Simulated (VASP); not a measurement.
Here is a VASP 6.6.1 calculation.

File INCAR:

```
PREC     = Accurate       # precision mode
ENCUT    = 520            # plane-wave cutoff, eV
EDIFF    = 1E-7           # SCF threshold, eV
ISMEAR   = -1             # smearing method
SIGMA    = 0.15           # smearing width, eV
LREAL    = False          # projectors in reciprocal space
LASPH    = True           # aspherical terms in the spheres
NELM     = 60             # most SCF steps
ALGO     = Normal         # electronic algorithm
ISIF     = 2              # what is computed and relaxed
LWAVE    = False          # write WAVECAR
LCHARG   = False          # write CHGCAR
GGA      = PS             # functional
NBANDS   = 15             # bands
```

Contents of KPOINTS:

```
regular mesh
0
Gamma
  16 16 16
```

POSCAR

```
TaN
1.0
    0.0000000000      2.1365329390      2.1365329390
    2.1365329390      0.0000000000      2.1365329390
    2.1365329390      2.1365329390      0.0000000000
Ta N
1 1
Direct
    0.5000000000      0.5000000000      0.5000000000
    0.0000000000      0.0000000000      0.0000000000
```

Potentials or basis: VASP PAW PBE potentials, release 64 (Ta_pv, N).

Launch:

```console
$ cat potpaw_PBE.64/Ta_pv/POTCAR potpaw_PBE.64/N/POTCAR > POTCAR
$ mpirun -np 1 vasp_std > vasp.out
```

(1) Estimate the band gap on the k mesh.

(2) What does it give for the pressure?

## Answers

(1) zero (band 8 reaches 12.57 eV, above the bottom of band 9 at 8.00 eV).

(2) 31.5 GPa.

Caveat: the PAW data sets were made with another functional, which shifts forces and pressure a little; spin-orbit coupling is left out, which moves the levels of the heavy elements.
